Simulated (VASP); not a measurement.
Runs of VASP 6.6.1 on Ge4Pd. The structure is that of space group P6/mmm (No. 191), or close to it. The cells are those of the table. The cell was built from a structure type or drawn by symmetry, and may not be a known phase.

```tsv
task	cell	k mesh	cutoff (eV)	gap on the mesh (eV)	pressure (GPa)	relaxed volume (Å³/atom)
relaxation of cell and atoms	relaxed from a = 3.893, b = 3.893, c = 7.797 Å, angles 90.0, 90.0, 120.0°, 5 atoms	6 × 6 × 2	600	none	-0.1	19.88
relaxation of cell and atoms	relaxed from a = 4.716, b = 4.716, c = 5.144 Å, angles 90.0, 90.0, 120.0°, 5 atoms	6 × 6 × 4	600	none	0.1	19.93
single point	a = 3.893, b = 3.893, c = 7.797 Å, angles 90.0, 90.0, 120.0°, 5 atoms	6 × 6 × 2	520	none	39.2	-
single point	a = 4.632, b = 4.632, c = 5.364 Å, angles 90.0, 90.0, 120.0°, 5 atoms	6 × 6 × 4	520	none	-0.1	-
single point	a = 4.614, b = 4.614, c = 5.439 Å, angles 90.0, 90.0, 120.0°, 5 atoms	12 × 12 × 8	520	none	(a)	-
single point	a = 4.716, b = 4.716, c = 5.144 Å, angles 90.0, 90.0, 120.0°, 5 atoms	6 × 6 × 2	520	none	(b)	-
```

Alike in all rows: level PBE; potentials or basis VASP PAW PBE potentials, release 64 (Ge_d, Pd); no spin polarisation; smearing gaussian 0.1 eV.

Q: Estimate the missing entries.

A: (a) 0.0; (b) 0.3.

Caveats: some runs use coarse meshes; a cell axis changed by over 15 % at a fixed basis, so the end point is rough (at least some runs).

A k mesh can miss the band edges, and the runs leave out spin-orbit coupling on Ge, Pd.

A gap of «none» marks levels without a gap at the run's occupations.
